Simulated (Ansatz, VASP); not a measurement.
AlNi: VASP beside Ansatz

```
Al Ni
1.0
     0.00000   -2.86182    0.00000
     0.00000    0.00000   -2.86182
    10.58547   -1.19243   -1.19243
Al Ni
3 3
Direct
  0.97184 0.97184 0.06759
  0.85919 0.85919 0.33794
  0.74654 0.74654 0.60830
  0.19022 0.19022 0.74347
  0.41551 0.41551 0.20277
  0.30287 0.30287 0.47312
```

Alike in both runs: task single point; functional PBEsol; k mesh 15 × 15 × 5; occupations gaussian, width 0.15 eV; no spin polarisation.

|  | VASP | Ansatz |
| --- | --- | --- |
| version | VASP 6.6.1 | Ansatz 0.2.0 |
| potentials or method | VASP PAW PBE potentials, release 64 (Al, Ni), cutoff 520 eV | scalar-relativistic, plane waves, PAW |
| valence electrons in the cell | 39 | 63 |

|  | VASP | Ansatz | Ansatz less VASP |
| --- | --- | --- | --- |
| gap on the k mesh at the Fermi level (eV) | none | none | - |
| pressure (GPa) | -5.9 | -6.1 | -0.22 |
| traceless stress, the component that is largest in VASP (GPa) | -0.55 | -0.55 | +0.006 |
| rms of the force components (eV/Å) | 0.259 | 0.262 | +0.0024 |

VASP's potentials were made for PBE, not for PBEsol, and Ansatz warns of the same on its side. Atom by atom the forces differ by 0.004 eV/Å (rms over components). A gap of «none» marks a metal or a gap that the smearing closes. VASP's potentials hold 39 valence electrons a cell and Ansatz's 63, so a difference there can come from the potentials and not from the codes.
